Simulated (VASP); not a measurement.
Runs of VASP 6.6.1 on SrCl2. The structure is that of space group Immm (No. 71), or close to it. The cells are those of the table. 

```csv
cell,gap on the mesh (eV),pressure (GPa),largest force (eV/Å)
"a = 4.933, b = 5.207 Å, angles 58.1, 56.3, 58.1°, 3 atoms",5.16,-0.2,0.26
"a = 4.931, b = 4.744 Å, angles 61.2, 62.5, 61.2°, 3 atoms",5.15,-0.6,0.17
"a = 4.930, b = 5.068 Å, angles 59.1, 58.1, 59.1°, 3 atoms",5.15,-0.7,(b)
"a = 4.936, b = 4.560 Å, angles 62.5, 64.9, 62.5°, 3 atoms",5.17,(a),0.37
```

Alike in all rows: task single point; level PBEsol; potentials or basis VASP PAW PBE potentials, release 64 (Sr_sv, Cl); no spin polarisation; k mesh 6 × 6 × 6; cutoff (eV) 520; smearing gaussian 0.05 eV.

Question: Estimate the missing entries.

Answer: (a) 0.3; (b) 0.13.

Caveats: the PAW data sets were made with another functional, which shifts forces and pressure a little.

A k mesh can miss the band edges, and the runs leave out spin-orbit coupling on Sr.
